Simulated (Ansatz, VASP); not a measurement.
One calculation of CsV, two programs

```
Cs V
1.0
     0.00000    3.97341    3.97341
     3.97341    0.00000    3.97341
     3.97341    3.97341    0.00000
Cs V
2 2
Direct
  0.50000 0.50000 0.50000
  0.75000 0.75000 0.75000
  0.00000 0.00000 0.00000
  0.25000 0.25000 0.25000
```

Alike in both runs: task relaxation of cell and atoms; functional PBE; k mesh 4 × 4 × 4; occupations gaussian, width 0.1 eV; collinear spin.

```csv
,VASP,Ansatz
version,VASP 6.6.1,Ansatz 0.2.0
potentials or method,"VASP PAW PBE potentials, release 64 (Cs_sv, V_sv), cutoff 600 eV","scalar-relativistic, plane waves, PAW"
valence electrons in the cell,44,44
```

VASP gave:

| Quantity | Value |
| --- | --- |
| gap on the k mesh at the Fermi level, each at its own relaxed structure (eV) | none |
| net moment per atom (μB) | 2.07 |
| size of the moment on the site where the two differ most (μB) | 3.05 |
| relaxed volume (Å³/atom) | 39.48 |
| relaxed length of the cell vector where the two differ most in proportion (Å) | 6.067 |

What did Ansatz give for the same quantities?

gap on the k mesh at the Fermi level, each at its own relaxed structure (eV): none; net moment per atom (μB): 2.07; size of the moment on the site where the two differ most (μB): 3.52; relaxed volume (Å³/atom): 39.21; relaxed length of the cell vector where the two differ most in proportion (Å): 6.053.

Site moments also hang on the region over which each program counts them. A gap of «none» marks a metal or a gap that the smearing closes.

Spin-orbit coupling is off throughout. Noted on VASP's run: the volume moved by over 15 % at a fixed basis, so the end points are rough.
